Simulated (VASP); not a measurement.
BN: single point with r2SCAN

BN:

```
CELL_PARAMETERS angstrom
2.50084 0.00000 0.00000
-1.25042 2.16579 0.00000
0.00000 0.00000 6.89315
ATOMIC_POSITIONS crystal
B 0.33333 0.66667 0.25000
B 0.66667 0.33333 0.75000
N 0.66667 0.33333 0.25000
N 0.33333 0.66667 0.75000
```

```
Program             : VASP 6.6.1
Task                : single point
Functional          : r2SCAN
Potentials or basis : VASP PAW PBE potentials, release 64 (B, N)
Cutoff              : 520 eV
k mesh              : 9 × 9 × 4
Occupations         : methfessel-paxton, width 0.001 eV
Spin                : no spin polarisation
```

```
Pressure               : 0.4 GPa
Band gap on the k mesh : 5.06 eV, indirect (least direct gap 5.37 eV)
```

Stress tensor (GPa, compression positive):
```
 0.73  0.00  0.00
 0.00  0.73  0.00
 0.00  0.00 -0.30
```

Levels at points of the mesh, in eV from the valence-band top:
| k point | band 6 | band 7 | band 8 | band 9 | band 10 | band 11 |
| --- | --- | --- | --- | --- | --- | --- |
| (0.00, 0.00, 0.00) | -1.35 | -1.32 | -1.32 | 5.38 | 10.57 | 12.34 |
| (0.00, 0.00, 0.50) | -1.34 | -1.34 | -1.34 | 7.67 | 7.67 | 12.39 |

Wall time 65 s on 1 thread of Intel(R) Xeon(R) Platinum 8488C (Sapphire Rapids), with other jobs on the host, peak memory 0.16 GiB.

Caveat: the PAW data sets were made with another functional, which shifts forces and pressure a little. A k mesh can miss the band edges.
